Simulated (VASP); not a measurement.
# Rh in VASP: a series of runs, part 2 of 2

VASP 6.6.1. The steps go on from the part before.

## 4. Single point, PBE

This run uses another cell than the first one: it holds 4 atoms, not 1.

File INCAR:

```
SYSTEM = Rh
PREC     = Accurate       ! precision mode
ENCUT    = 520            ! plane-wave cutoff, eV
EDIFF    = 1E-7           ! SCF threshold, eV
ISMEAR   = 0              ! smearing method
SIGMA    = 0.2            ! smearing width, eV
LREAL    = .FALSE.        ! projectors in reciprocal space
LASPH    = .TRUE.         ! aspherical terms in the spheres
NELM     = 80             ! most SCF steps
ALGO     = Fast           ! electronic algorithm
ISIF     = 2              ! what is computed and relaxed
LWAVE    = .FALSE.        ! write WAVECAR
LCHARG   = .FALSE.        ! write CHGCAR
GGA      = PE             ! functional
NBANDS   = 38             ! bands
```

File KPOINTS:

```
Automatic mesh
0
G
  8 6 6
  0 0 0
```

File POSCAR:

```
Rh
1.0
    1.9165339519      1.9165632077     -0.0005833571
    1.9142367019     -1.9154378019      3.8331475194
    1.9157600927     -1.9146451830     -3.8334807322
Rh
4
Direct
    0.0000415747      0.0000442900     -0.0000332962
    0.4999875977      0.5000203342      1.0000140650
    0.4999361059      0.0000091067      0.4999602019
    0.0000347216      0.4999262690      0.5000590293
```

Potentials or basis: VASP PAW PBE potentials, release 64 (Rh_pv).

Command:

```console
$ cat potpaw_PBE.64/Rh_pv/POTCAR > POTCAR
$ mpirun -np 1 vasp_std > vasp.out
```

OUTCAR:

```text
SYSTEM = Rh
   PREC = Accurate
   ENCUT = 520
   EDIFF = 1E-7
   ISMEAR = 0
   LREAL = .FALSE.
   LASPH = .TRUE.
   NELM = 80
   ISIF = 2
   GGA = PE

 ion  position               nearest neighbor table
   1  0.000  0.000  1.000-   4 2.71   4 2.71   2 2.71   3 2.71   2 2.71   3 2.71   2 2.71   2 2.71
                             3 2.71   3 2.71
   2  0.500  0.500  0.000-   3 2.71   3 2.71   1 2.71   4 2.71   1 2.71   4 2.71   4 2.71   1 2.71
                             1 2.71   4 2.71
   3  0.500  0.000  0.500-   2 2.71   2 2.71   4 2.71   1 2.71   4 2.71   4 2.71   1 2.71   1 2.71
                             1 2.71   4 2.71
   4  0.000  0.500  0.500-   1 2.71   1 2.71   3 2.71   2 2.71   3 2.71   3 2.71   2 2.71   2 2.71
                             2 2.71   3 2.71

  LATTYP: Found a triclinic cell.
 ALAT       =     5.4193413456
 B/A-ratio  =     0.5001362499
 C/A-ratio  =     0.9994746634
 COS(alpha) =     0.0000188711
 COS(beta)  =     0.4998379573
 COS(gamma) =     0.4998423467

  Lattice vectors:

 A1 = (   0.0007738592,   3.8312083907,   3.8328973751)
 A2 = (   1.9165339519,   1.9165632077,  -0.0005833571)
 A3 = (  -3.8299967946,   3.8300829849,   0.0003332128)

Analysis of symmetry for initial positions (statically):
=====================================================================
 Subroutine PRICEL returns:
 Original cell was already a primitive cell.

 Routine SETGRP: Setting up the symmetry group for a
 triclinic supercell.

 Subroutine GETGRP returns: Found  1 space group operations
 (whereof  1 operations were pure point group operations)
 out of a pool of  2 trial point group operations.

The static configuration has the point symmetry C_1 .

Analysis of symmetry for dynamics (positions and initial velocities):
=====================================================================
 Subroutine PRICEL returns:
 Original cell was already a primitive cell.

 Routine SETGRP: Setting up the symmetry group for a
 triclinic supercell.

 Subroutine GETGRP returns: Found  1 space group operations
 (whereof  1 operations were pure point group operations)
 out of a pool of  2 trial point group operations.

The dynamic configuration has the point symmetry C_1 .

 Subroutine INISYM returns: Found  1 space group operations
 (whereof  1 operations are pure point group operations),
 and found     1 'primitive' translations

----------------------------------------------------------------------------------------

                                     Primitive cell

  volume of cell :      56.2766

  direct lattice vectors                    reciprocal lattice vectors
     1.916533952  1.916563208 -0.000583357     0.260888589  0.260882712  0.000078811
     1.914236702 -1.915437802  3.833147519     0.130573467 -0.130531769  0.130447887
     1.915760093 -1.914645183 -3.833480732     0.130522417 -0.130560122 -0.130422999

  length of vectors
     2.710409057  4.693210418  4.693780719     0.368948034  0.226063319  0.226035850

  position of ions in fractional coordinates (direct lattice)
     0.000041575  0.000044290  0.999966704
     0.499987598  0.500020334  0.000014065
     0.499936106  0.000009107  0.499960202
     0.000034722  0.499926269  0.500059029

  ion indices of the primitive-cell ions
   primitive index   ion index
                 1           1
                 2           2
                 3           3
                 4           4

[... 30 lines left out ...]
  0.250000  0.000000  0.000000      2.000000
  0.375000  0.000000 -0.000000      2.000000
  0.500000  0.000000  0.000000      1.000000
  0.000000  0.166667 -0.000000      2.000000
[... 16 lines left out ...]
  0.125000  0.500000  0.000000      2.000000
  0.250000  0.500000 -0.000000      2.000000
 [... further k-points ...]
   k-points           NKPTS =    148   k-points in BZ     NKDIM =    148   number of bands    NBANDS=     38
   number of dos      NEDOS =    301   number of ions     NIONS =      4
   total plane-waves  NPLWV =  25920
   dimension x,y,z NGX =    20 NGY =   36 NGZ =   36
   dimension x,y,z NGXF=    40 NGYF=   72 NGZF=   72
   ions per type =               4
   NGX,Y,Z   is equivalent  to a cutoff of  12.27, 12.75, 12.75 a.u.
   NGXF,Y,Z  is equivalent  to a cutoff of  24.53, 25.50, 25.50 a.u.
 SYSTEM =  Rh
   PREC   = accura    normal or accurate (medium, high low for compatibility)
   ISTART =      0    job   : 0-new  1-cont  2-samecut
   ICHARG =      2    charge: 1-file 2-atom 10-const
   ISPIN  =      1    spin polarized calculation?
   LNONCOLLINEAR =      F non collinear calculations
   LSORBIT =      F    spin-orbit coupling
   LASPH  =      T    aspherical Exc in radial PAW
   ENCUT  =  520.0 eV  38.22 Ry    6.18 a.u.   5.04  8.73  8.73*2*pi/ulx,y,z
   NELM   =     80;   NELMIN=  2; NELMDL= -5     # of ELM steps
   EDIFF  = 0.1E-06   stopping-criterion for ELM
   LREAL  =      F    real-space projection
   EDIFFG = 0.1E-05   stopping-criterion for IOM
   NSW    =      0    number of steps for IOM
   IBRION =     -1    ionic relax: 0-MD 1-quasi-New 2-CG
   NFREE  =      0    steps in history (QN), initial steepest desc. (CG)
   ISIF   =      2    stress and relaxation
   ISYM   =      2    0-nonsym 1-usesym 2-fastsym
   POTIM  = 0.5000    time-step for ionic-motion
   TEBEG  =    0.0;   TEEND  =   0.0 temperature during run
   PSTRESS=    0.0 pullay stress
   NELECT =      60.0000    total number of electrons
   NUPDOWN=      -1.0000    fix difference up-down
   EMIN   =  10.00;   EMAX   =-10.00  energy-range for DOS
   EFERMI =   0.00;   METHOD = LEGACY
   ISMEAR =     0;   SIGMA  =   0.20  broadening in eV -4-tet -1-fermi 0-gaus
   EFERMI_NEDOS =   21; number of points for ismear=-14 and -15
   IALGO  =     68    algorithm
   IMIX   =      4    mixing-type and parameters
     AMIX     =   0.40;   BMIX     =  1.00
     AMIX_MAG =   1.60;   BMIX_MAG =  1.00
  volume/ion in A,a.u.               =      14.07        94.94
  Fermi-wavevector in a.u.,A,eV,Ry     =   1.672436  3.160445 38.056052  2.797041
  Thomas-Fermi vector in A             =   2.757583
   LORBIT       =      0    0 simple, 1 ext, 2 COOP (PROOUT), +10 PAW based schemes
   GGA     = PE    functional components
   LHFCALC =     F    Hartree Fock is set to
   AEXX    =    0.0000 exact exchange contribution
   IVDW    =     0    specifies the selected vdW correction
   LEPSILON=     F    determine dielectric tensor
   LRPA    =     F    only Hartree local field effects (RPA)
 non-spin polarized calculation
 RMM-DIIS sequential band-by-band and
 Gauss-broadening in eV      SIGMA  =   0.20
  energy-cutoff  :      520.00
  volume of cell :       56.28
 maximum number of plane-waves:      1544
   NGX = 11   NGY = 17   NGZ = 17

 number of electron      60.0000022 magnetization

 Free energy of the ion-electron system (eV)
  ---------------------------------------------------
  ext. energy  EPLUGINS =         0.00000000
  ---------------------------------------------------
  free energy    TOTEN  =       -29.06737135 eV

  energy without entropy =      -28.95026103  energy(sigma->0) =      -29.00881619

 E-fermi :  11.4820     XC(G=0): -13.8832

 val. band max:       11.4781837782   @ k =  -0.1250   0.3333   0.5000
 cond. band min:      11.4920004334   @ k =   0.1250   0.5000   0.1667
 fundamental gap:      0.0138166552
 Fermi energy:        11.4819795560

 k-point     1 :       0.0000    0.0000    0.0000
  band No.  band energies     occupation
      1     -35.5270      2.00000
      2     -35.5267      2.00000
      3     -35.4859      2.00000
      4     -35.1031      2.00000
      5     -35.0993      2.00000
      6     -34.9483      2.00000
[... 973 lines left out ...]
     37      22.4040      0.00000
     38      22.4066      0.00000

 [... further k-points ...]

------------------------ aborting loop because EDIFF is reached ----------------------------------------

  FORCE on cell =-STRESS in cart. coord.  units (eV):
  Direction    XX          YY          ZZ          XY          YZ          ZX
  --------------------------------------------------------------------------------------
  -------------------------------------------------------------------------------------
  Total       -0.0112276     -0.0127228     -0.0250523     -0.0109025      0.0143900      0.0258288
  in kB       -0.3196464     -0.3622151     -0.7132325     -0.3103903      0.4096804      0.7353371
  external PRESSURE =      -0.4650313 kB  Pullay stress =       0.0000000 kB

 VOLUME and BASIS-vectors are now :
 -----------------------------------------------------------------------------
  energy-cutoff  :      520.00
  volume of cell :       56.28
      direct lattice vectors                 reciprocal lattice vectors
     1.916533952  1.916563208 -0.000583357     0.260888589  0.260882712  0.000078811
     1.914236702 -1.915437802  3.833147519     0.130573467 -0.130531769  0.130447887
     1.915760093 -1.914645183 -3.833480732     0.130522417 -0.130560122 -0.130422999

 POSITION                                       TOTAL-FORCE (eV/Angst)
 -----------------------------------------------------------------------------------
      1.91586     -1.91459     -3.83318        -0.001739     -0.000296     -0.001864
      1.91543      0.00047      1.91631         0.001463     -0.000201     -0.000803
      1.91597      0.00090     -1.91684         0.000384      0.002218     -0.003019
      1.91504     -1.91495     -0.00068        -0.000108     -0.001720      0.005685
 -----------------------------------------------------------------------------------
    total drift:                                0.000002     -0.000000     -0.000005

  FREE ENERGIE OF THE ION-ELECTRON SYSTEM (eV)
  ---------------------------------------------------
  free  energy   TOTEN  =       -29.0673713518 eV

  energy  without entropy=      -28.9502610301  energy(sigma->0) =      -29.00881619
```

Wall time 6.7 min (1 thread of Intel Xeon 8259CL, shared host); peak memory 0.33 GiB.

Results:

```yaml
Free_energy: -29.0674 eV
Pressure: 0.0 GPa
Largest_force: 0.006 eV/Å
Band_gap_on_the_k_mesh: zero (bands 30 and 31 overlap by 1.88 eV)
```

Forces in eV/Å, atoms in the order of the input:
```
Rh  -0.002  0.000 -0.002
Rh   0.001  0.000 -0.001
Rh   0.000  0.002 -0.003
Rh   0.000 -0.002  0.006
```

## 5. Summary

| task | level | cell | k mesh | cutoff (eV) | smearing | gap on the mesh (eV) | pressure (GPa) |
| --- | --- | --- | --- | --- | --- | --- | --- |
| single point | r2SCAN | a = 2.708 Å, angles 60.0°, 1 atom, atomic positions A | 24 × 24 × 24 | 520 | gaussian 0.1 eV | none | -5.1 |
| relaxation of cell and atoms | PBE | relaxed from a = 2.708 Å, angles 60.0°, 1 atom, atomic positions A | 24 × 24 × 24 | 600 | gaussian 0.1 eV | none | 0.0 |
| single point | PBE | a = 2.710, b = 4.693, c = 4.694 Å, angles 109.5, 90.0, 90.0°, 4 atoms, atomic positions B | 8 × 6 × 6 | 520 | gaussian 0.2 eV | none | 0.0 |

Alike in all rows: potentials or basis VASP PAW PBE potentials, release 64 (Rh_pv); no spin polarisation.

Caveats: the cell stands under tension (at least some runs); an empty level that is flat over the whole mesh can mark a ghost state of the potentials, or a narrow d or f band (at least some runs); the PAW data sets were made with another functional, which shifts forces and pressure a little (at least some runs); the relaxation stopped at its first step, so nothing moved (at least some runs).

Absolute energies hang on the potentials; compare differences alone.
